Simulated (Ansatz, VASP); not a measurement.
**V: VASP beside Ansatz**

Contents of INCAR:

```
  ALGO = Normal
  EDIFF = 1E-6
  ENCUT = 520
  GGA = CA
  ISIF = 2
  ISMEAR = -1
  LASPH = T
  LCHARG = F
  LREAL = F
  LWAVE = F
  NBANDS = 20
  NELM = 100
  PREC = Accurate
  SIGMA = 0.1
```

File KPOINTS:

```
k-points
0
Gamma
  17 17 14
```

File POSCAR:

```
V
1.0
   -3.1448789359      3.1448550408      1.1893366080
    3.1448550408     -3.1448789359      1.1893366080
    1.7653798029      1.7653798029     -1.1893803720
V
2
Direct
    0.0000074908      0.9999925092      1.0000000000
    0.7499925092      0.2500074908      0.5000000000
```

Input for Ansatz:

```yaml
crystal:
  lattice:
    - [-3.1448789359, 3.1448550408, 1.189336608]
    - [3.1448550408, -3.1448789359, 1.189336608]
    - [1.7653798029, 1.7653798029, -1.189380372]
  atoms:
    - { symbol: V, position: [7.4908e-06, 0.9999925092, 1.0] }
    - { symbol: V, position: [0.7499925092, 0.2500074908, 0.5] }
hamiltonian:
  xc: lda
  pseudopotentials:
    kind: paw
    azcp:
      V: "pseudopotentials/V.paw.azcp"
basis:
  ecutwfc: 420
  fft_grid_basis: typed
kpoints:
  mp_grid: { grid: [17, 17, 14], shift: [0, 0, 0] }
magnetization:
  spin_polarized: false
scf:
  occupations: { method: fermi_dirac, width: 0.1 }
  lower_state_search: "off"
output:
  stress: true
```

Alike in both runs: task single point; functional LDA; k mesh 17 × 17 × 14; occupations fermi-dirac, width 0.1 eV; no spin polarisation.

|  | VASP | Ansatz |
| --- | --- | --- |
| version | VASP 6.6.1 | Ansatz 0.2.0 |
| potentials or method | VASP PAW LDA potentials, release 64 (V_sv), cutoff 520 eV | plane waves (420 eV) with PAW, scalar-relativistic |
| valence electrons in the cell | 26 | 26 |

```tsv
	VASP	Ansatz	Ansatz less VASP
pressure (GPa)	-6.9	-7.4	-0.52
traceless stress, the component that is largest in VASP (GPa)	0.51	0.29	-0.226
```

Ansatz warns that its potentials were made for another functional, while VASP's fit it. LDA's correlation is that of Perdew and Zunger in VASP and of Perdew and Wang (1992) in Ansatz.
